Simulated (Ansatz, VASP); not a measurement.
## One calculation of Bi, two programs

Contents of INCAR:

```
PREC = Accurate ; ENCUT = 520
EDIFF = 1E-8 ; ISMEAR = -1
SIGMA = 0.03 ; LREAL = False
LASPH = True ; NELM = 100
ALGO = Normal ; ISIF = 2
LWAVE = False ; LCHARG = False
GGA = CA ; LEFG = True
NBANDS = 22
```

Contents of KPOINTS:

```
Automatic mesh
0
Gamma
  11 11 11
```

Contents of POSCAR:

```
Bi
1.0
    2.2880530951      1.3210080704      3.9801861936
   -2.2880530951      1.3210080704      3.9801861936
    0.0000000000     -2.6420161407      3.9801861936
Bi
2
Direct
    0.2338900000      0.2338900000      0.2338900000
    0.7661100000      0.7661100000      0.7661100000
```

Input for Ansatz:

```yaml
crystal:
  lattice:
    - [2.2880530951, 1.3210080704, 3.9801861936]
    - [-2.2880530951, 1.3210080704, 3.9801861936]
    - [0.0, -2.6420161407, 3.9801861936]
  atoms:
    - { symbol: Bi, position: [0.23389, 0.23389, 0.23389] }
    - { symbol: Bi, position: [0.76611, 0.76611, 0.76611] }
kpoints:
  mp_grid: { grid: [11, 11, 11] }
scf:
  occupations: { method: fermi_dirac, width: 0.03 }
hamiltonian:
  xc: lda
  pseudopotentials: { kind: all_electron, datasets: crystal }
output:
  forces: true
  stress: true
  eigenvalues: true
  efg: { contact_densities: true }
```

Change from the starting cell: volume scaled by 1.02, crystal datasets.

Alike in both runs: task electric field gradients; functional LDA; k mesh 11 × 11 × 11; occupations fermi-dirac, width 0.03 eV; no spin polarisation.

|  | VASP | Ansatz |
| --- | --- | --- |
| version | VASP 6.6.1 | Ansatz 0.2.0 |
| potentials or method | VASP PAW LDA potentials, release 64 (Bi_d), cutoff 520 eV | all-electron PAW with datasets made for the crystal, scalar-relativistic |

VASP gave:

* pressure (GPa): -2.6
* traceless stress, the component that is largest in VASP (GPa): 0.19
* rms of the force components (eV/Å): 0.015
* size of Vzz on the site where it differs most (V/Å²): 31.2

Problem. What did Ansatz give for the same quantities?

Solution. Pressure (GPa): -2.7; traceless stress, the component that is largest in VASP (GPa): 0.21; rms of the force components (eV/Å): 0.026; size of Vzz on the site where it differs most (V/Å²): 31.9.

LDA's correlation is that of Perdew and Zunger in VASP and of Perdew and Wang (1992) in Ansatz. Atom by atom the forces differ by 0.012 eV/Å (rms over components). Ansatz ran all-electron here, and VASP with PAW potentials.

Spin-orbit coupling is off throughout.
